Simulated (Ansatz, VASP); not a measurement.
TiAl in VASP and in Ansatz

Contents of INCAR:

```
PREC = Accurate ; ENCUT = 520
EDIFF = 1E-6 ; ISMEAR = 0
SIGMA = 0.15 ; LREAL = F
LASPH = T ; NELM = 100
ALGO = Fast ; ISIF = 2
LWAVE = F ; LCHARG = F
NBANDS = 14
```

The input KPOINTS:

```
regular mesh
0
Gamma
  14 14 14
```

POSCAR

```
TiAl
1.0
    3.2959109708      0.0000000000      0.0000000000
    0.0000000000      3.4677357133      0.0000000000
    0.0000000000      0.0000000000      3.1240862282
Ti Al
1 1
Direct
    0.0000000000      0.0000000000      0.0000000000
    0.5000000000      0.5000000000      0.5000000000
```

Input for Ansatz:

```yaml
crystal:
  lattice:
    - [3.2959109708, 0.0, 0.0]
    - [0.0, 3.4677357133, 0.0]
    - [0.0, 0.0, 3.1240862282]
  atoms:
    - { symbol: Ti, position: [0.0, 0.0, 0.0] }
    - { symbol: Al, position: [0.5, 0.5, 0.5] }
basis:
  ecutwfc: 520.0
kpoints:
  mp_grid: { grid: [14, 14, 14] }
hamiltonian:
  xc: lda
  pseudopotentials: { kind: paw, azcp: { folder: soft_1 } }
scf:
  occupations: { method: gaussian, width: 0.15 }
output:
  forces: true
  stress: true
  eigenvalues: true
```

Change from the starting cell: normal strain along x +0.0550, normal strain along y +0.1100.

Alike in both runs: task single point; functional LDA; k mesh 14 × 14 × 14; occupations gaussian, width 0.15 eV; no spin polarisation.

```csv
,VASP,Ansatz
version,VASP 6.6.1,Ansatz 0.2.0
potentials or method,"VASP PAW LDA potentials, release 64 (Ti_sv, Al), cutoff 520 eV","scalar-relativistic, plane waves, PAW"
valence electrons in the cell,15,15
```

VASP gave:

- gap on the k mesh at the Fermi level (eV): none
- pressure (GPa): -14.1
- traceless stress, the component that is largest in VASP (GPa): 3.36

Task: Which values does Ansatz return?

Result: gap on the k mesh at the Fermi level (eV): none; pressure (GPa): -14.3; traceless stress, the component that is largest in VASP (GPa): 3.36.

Ansatz warns that its potentials were made for another functional, while VASP's fit it. LDA's correlation is that of Perdew and Zunger in VASP and of Perdew and Wang (1992) in Ansatz. A gap of «none» marks a metal or a gap that the smearing closes.
